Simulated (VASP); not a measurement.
Input of a VASP 6.6.1 run:

The input INCAR:

```
SYSTEM = MgH2
PREC = Accurate
ENCUT = 600
EDIFF = 1E-6
ISMEAR = 0
SIGMA = 0.01
LREAL = .False.
LASPH = .True.
NELM = 120
ALGO = Normal
ISIF = 2
LWAVE = .False.
LCHARG = .False.
GGA = PS
NBANDS = 13
GGA_COMPAT = .False.
```

File KPOINTS:

```
regular mesh
0
Gamma
  6 6 8
  0 0 0
```

POSCAR

```
MgH2
1.0
    4.4762379314      0.0000000000      0.0000000000
    0.0000000000      4.4762379314      0.0000000000
    0.0000000000      0.0000000000      3.0079247385
Mg H
2 4
Direct
    0.0000000000      0.0000000000      0.0000000000
    0.5000000000      0.5000000000      0.5000000000
    0.3045035058      0.3045035058      0.0000000000
    0.1954964942      0.8045035058      0.5000000000
    0.6954964942      0.6954964942      0.0000000000
    0.8045035058      0.1954964942      0.5000000000
```

Potentials or basis: VASP PAW PBE potentials, release 64 (Mg, H).

Launch:

```bash
$ cat potpaw_PBE.64/Mg/POTCAR potpaw_PBE.64/H/POTCAR > POTCAR
$ mpirun -np 1 vasp_std > vasp.out
```

Question: Predict the pressure.

Answer: -0.1 GPa.

Question: Predict the band gap on the k mesh.

Answer: 3.57 eV (least direct gap 4.40 eV).

Caveat: the PAW data sets were made with another functional, which shifts forces and pressure a little. A k mesh can miss the band edges.
